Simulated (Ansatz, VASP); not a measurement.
# Two plane-wave programs on Ni

```
CELL_PARAMETERS angstrom
0.00000 1.76800 1.76800
1.76800 0.00000 1.76800
1.76800 1.76800 0.00000
ATOMIC_POSITIONS crystal
Ni 0.00000 0.00000 0.00000
```

Alike in both runs: task single point; functional PBE; k mesh 15 × 15 × 15; occupations fermi-dirac, width 0.05 eV; no spin polarisation.

|  | VASP | Ansatz |
| --- | --- | --- |
| version | VASP 6.6.1 | Ansatz 0.2.0 |
| potentials or method | VASP PAW PBE potentials, release 64 (Ni), cutoff 600 eV | PAW, plane waves, scalar-relativistic |
| valence electrons in the cell | 10 | 18 |

|  | VASP | Ansatz | Ansatz less VASP |
| --- | --- | --- | --- |
| pressure (GPa) | -4.0 | -4.0 | +0.02 |

The functional is the same, so the differences come from potentials, cutoffs and numerics. VASP's potentials hold 10 valence electrons a cell and Ansatz's 18, so a difference there can come from the potentials and not from the codes.
